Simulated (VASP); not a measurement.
Set up this calculation in VASP 6.6.1, as the native input.

```
Task                   : single point
Functional             : LDA
Potentials or basis    : VASP PAW LDA potentials, release 64 (Te, Mo_sv)
Cutoff                 : 520 eV
k mesh                 : 12 × 12 × 2
Occupations            : gaussian, width 0.02 eV
Spin                   : no spin polarisation
Dipole correction      : no
Further INCAR settings : ALGO = Normal; EDIFF = 1e-07; NBANDS = 20
```

The structure of Te2Mo lies in POSCAR:

```
Te2Mo
1.0
    3.3105533599      0.0000000000      0.0000000000
   -1.6552766799      2.8670233102      0.0000000000
    0.0000000000      0.0000000000     17.9928462332
Te Mo
2 1
Direct
    0.3333333333      0.6666666667      0.8969856804
    0.3333333333      0.6666666667      0.1030143196
    0.0000000000      0.0000000000      0.0000000000
```

This cell differs from its parent crystal: biaxial strain in the a-b plane: -4.5 %.

One way to write it, as run:

INCAR

```
SYSTEM = Te2Mo
ALGO = Normal
EDIFF = 1E-7
ENCUT = 520
GGA = CA
ISIF = 2
ISMEAR = 0
LASPH = .True.
LCHARG = .False.
LREAL = .False.
LWAVE = .False.
NBANDS = 20
NELM = 60
PREC = Accurate
SIGMA = 0.02
```

KPOINTS

```
k-points
0
Gamma
  12 12 2
  0 0 0
```

Potentials or basis: VASP PAW LDA potentials, release 64 (Te, Mo_sv).

The run is started by

```sh
$ cat potpaw_LDA.64/Te/POTCAR potpaw_LDA.64/Mo_sv/POTCAR > POTCAR
$ mpirun -np 1 vasp_std > vasp.out
```

Results of the run:

```
Largest force          : 0.147 eV/Å
Band gap on the k mesh : 0.84 eV, indirect (least direct gap 1.38 eV)
```

Caveat: the cell differs from its parent crystal (biaxial strain in the a-b plane: -4.5 %); spin-orbit coupling is left out, which moves the levels of the heavy elements.

Run time: 2.4 min on 1 thread of Intel(R) Xeon(R) 6975P-C (Granite Rapids) (shared host), peak memory 0.33 GiB.
